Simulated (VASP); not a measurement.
**AlP: single point with LDA**

The system is AlP.

```
Al P
1.0
     0.00000    2.71683    2.71683
     2.71683    0.00000    2.71683
     2.71683    2.71683    0.00000
Al P
1 1
Direct
  0.00000 0.00000 0.00000
  0.25000 0.25000 0.25000
```

| Quantity | Value |
| --- | --- |
| Program | VASP 6.6.1 |
| Task | single point |
| Functional | LDA |
| Potentials or basis | VASP PAW LDA potentials, release 64 (Al, P) |
| Cutoff | 500 eV |
| k mesh | 8 × 8 × 8 |
| Occupations | gaussian, width 0.02 eV |
| Spin | no spin polarisation |
| Dipole correction | no |
| Further INCAR settings | ALGO = Normal; EDIFF = 1e-06; NBANDS = 11 |

```
Pressure               : 0.1 GPa
Band gap on the k mesh : 1.41 eV (least direct gap 3.24 eV)
```

Levels at points of the mesh, in eV from the valence-band top:
| k point | band 1 | band 2 | band 3 | band 4 | band 5 | band 6 | band 7 | band 8 | band 9 |
| --- | --- | --- | --- | --- | --- | --- | --- | --- | --- |
| (0.00, 0.00, 0.00) | -11.59 | 0.00 | 0.00 | 0.00 | 3.24 | 4.49 | 4.49 | 4.49 | 8.83 |
| (0.50, 0.00, 0.00) | -9.86 | -5.65 | -0.78 | -0.78 | 2.72 | 4.74 | 4.74 | 8.11 | 11.55 |
| (0.50, 0.50, 0.00) | -9.17 | -5.40 | -2.15 | -2.15 | 1.41 | 2.33 | 11.01 | 11.01 | 11.99 |

Wall time 11 s on 1 thread of Intel(R) Xeon(R) Platinum 8488C (Sapphire Rapids), with other jobs on the host, peak memory 0.14 GiB.

A k mesh can miss the band edges.
